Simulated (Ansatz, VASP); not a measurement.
Ir2Rh: VASP beside Ansatz

```
Ir Rh
1.0
     2.73916    0.00000    0.00000
    -1.36958    2.37218    0.00000
     0.00000    0.00000   13.29335
Ir Rh
4 2
Direct
  0.33333 0.66667 0.83297
  0.33333 0.66667 0.16703
  0.33333 0.66667 0.50000
  0.66667 0.33333 0.00000
  0.66667 0.33333 0.33420
  0.66667 0.33333 0.66580
```

Alike in both runs: functional PBE; k mesh 18 × 18 × 4; occupations gaussian, width 0.1 eV; no spin polarisation.

Ansatz relaxed the structure, and its values are those at the end. VASP's run is a single point on that final structure, the one shown.

|  | VASP | Ansatz |
| --- | --- | --- |
| version | VASP 6.6.1 | Ansatz 0.2.0 |
| potentials or method | VASP PAW PBE potentials, release 64 (Ir, Rh_pv), cutoff 520 eV | scalar-relativistic, plane waves, PAW |
| valence electrons in the cell | 66 | 102 |

Ansatz gave:

| Quantity | Value |
| --- | --- |
| gap on the k mesh at the Fermi level (eV) | none |
| pressure (GPa) | 0.0 |
| rms of the force components (eV/Å) | 0.000 |

Question: Estimate VASP's values.

Answer: gap on the k mesh at the Fermi level (eV): none; pressure (GPa): 0.3; rms of the force components (eV/Å): 0.008.

A gap of «none» marks a metal or a gap that the smearing closes. VASP's potentials hold 66 valence electrons a cell and Ansatz's 102, so a difference there can come from the potentials and not from the codes.

Spin-orbit coupling is off throughout.
